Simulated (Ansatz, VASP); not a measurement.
As2Se in VASP and in Ansatz

```
CELL_PARAMETERS angstrom
-3.51421 3.51421 2.62185
3.51421 -3.51421 2.62185
3.51421 3.51421 -2.62185
ATOMIC_POSITIONS crystal
As 0.87500 0.12500 0.75000
As 0.37500 0.12500 0.25000
As 0.87500 0.62500 0.75000
As 0.87500 0.12500 0.25000
Se 0.50000 0.50000 0.00000
Se 0.25000 0.75000 0.50000
```

Alike in both runs: functional r2SCAN; k mesh 8 × 8 × 8; occupations gaussian, width 0.1 eV; no spin polarisation.

Ansatz relaxed the structure, and its values are those at the end. VASP's run is a single point on that final structure, the one shown.

|  | VASP | Ansatz |
| --- | --- | --- |
| version | VASP 6.6.1 | Ansatz 0.2.0 |
| potentials or method | VASP PAW PBE potentials, release 64 (As, Se), cutoff 520 eV | scalar-relativistic, plane waves, PAW |
| valence electrons in the cell | 32 | 92 |

VASP gave:

- gap on the k mesh at the Fermi level (eV): none
- pressure (GPa): -0.1

Estimate Ansatz's values.

gap on the k mesh at the Fermi level (eV): none; pressure (GPa): 0.0.

VASP's potentials were made for PBE, not for r2SCAN. A gap of «none» marks a metal or a gap that the smearing closes. VASP's potentials hold 32 valence electrons a cell and Ansatz's 92, so a difference there can come from the potentials and not from the codes.
